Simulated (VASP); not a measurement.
MoSe: single point with PBE-based screened hybrid with 25 % exact exchange

Crystal: MoSe.

```
Mo Se
1.0
     0.00000    2.89288    2.89288
     2.89288    0.00000    2.89288
     2.89288    2.89288    0.00000
Mo Se
1 1
Direct
  0.00000 0.00000 0.00000
  0.50000 0.50000 0.50000
```

```json
{"Program": "VASP 6.6.1", "Task": "single point", "Functional": "PBE-based screened hybrid with 25 % exact exchange", "Potentials or basis": "VASP PAW PBE potentials, release 64 (Mo_sv, Se)", "Cutoff": "520 eV", "k mesh": "4 × 4 × 4", "Occupations": "fermi-dirac, width 0.05 eV", "Spin": "no spin polarisation"}
```

```json
{"Pressure": "-22.3 GPa", "Band gap on the k mesh": "zero (bands 10 and 11 overlap by 1.27 eV)"}
```

Levels at points of the mesh, in eV from the Fermi level:
| k point | band 6 | band 7 | band 8 | band 9 | band 10 | band 11 | band 12 | band 13 | band 14 | band 15 |
| --- | --- | --- | --- | --- | --- | --- | --- | --- | --- | --- |
| (0.00, 0.00, 0.00) | -2.23 | -2.23 | -2.23 | -1.27 | -1.27 | -1.27 | -0.81 | -0.81 | 0.97 | 8.52 |
| (0.50, 0.00, 0.00) | -6.29 | -4.33 | -4.33 | -0.14 | -0.14 | 0.19 | 2.66 | 3.13 | 3.13 | 5.94 |
| (0.50, 0.50, 0.00) | -5.16 | -3.36 | -3.36 | -2.25 | -0.27 | 0.20 | 0.20 | 0.82 | 1.73 | 8.01 |

It took 4.1 min on 1 thread of Intel(R) Xeon(R) 6975P-C (Granite Rapids) (shared host), peak memory 0.27 GiB.

Caveat: the k points lie up to 0.47 Å⁻¹ apart, too coarse for converged energies and pressures of a metal; the PAW data sets were made with another functional, which shifts forces and pressure a little.
